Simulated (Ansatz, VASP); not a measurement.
## WF2 in VASP and in Ansatz

```xyz
3
Lattice="2.7532 0.0000 0.0000 -1.3766 2.3844 0.0000 0.0000 0.0000 6.1618" Properties=species:S:1:pos:R:3 pbc="T T T"
W     0.0000    0.0000    0.0000
F     0.0000    1.5896    1.5079
F     1.3766    0.7948    4.6539
```

Alike in both runs: task single point; functional PBEsol; k mesh 18 × 18 × 8; occupations gaussian, width 0.1 eV; collinear spin.

|  | VASP | Ansatz |
| --- | --- | --- |
| version | VASP 6.6.1 | Ansatz 0.2.0 |
| potentials or method | VASP PAW PBE potentials, release 64 (W_sv, F), cutoff 520 eV | scalar-relativistic, plane waves, PAW |
| valence electrons in the cell | 28 | 28 |

|  | VASP | Ansatz | Ansatz less VASP |
| --- | --- | --- | --- |
| gap on the k mesh at the Fermi level (eV) | none | none | - |
| pressure (GPa) | 1.1 | 0.0 | -1.13 |
| traceless stress, the component that is largest in VASP (GPa) | 0.10 | 0.03 | -0.070 |
| rms of the force components (eV/Å) | 0.063 | 0.000 | -0.0627 |
| net moment per atom (μB) | 0.00 | 0.00 | 0.000 |

VASP's potentials were made for PBE, not for PBEsol. Atom by atom the forces differ by 0.063 eV/Å (rms over components). A gap of «none» marks a metal or a gap that the smearing closes. With one functional, cell and mesh, what is left measures potentials, basis and numerics. Ansatz's warnings: seeded moment not kept.

Spin-orbit coupling is off throughout.
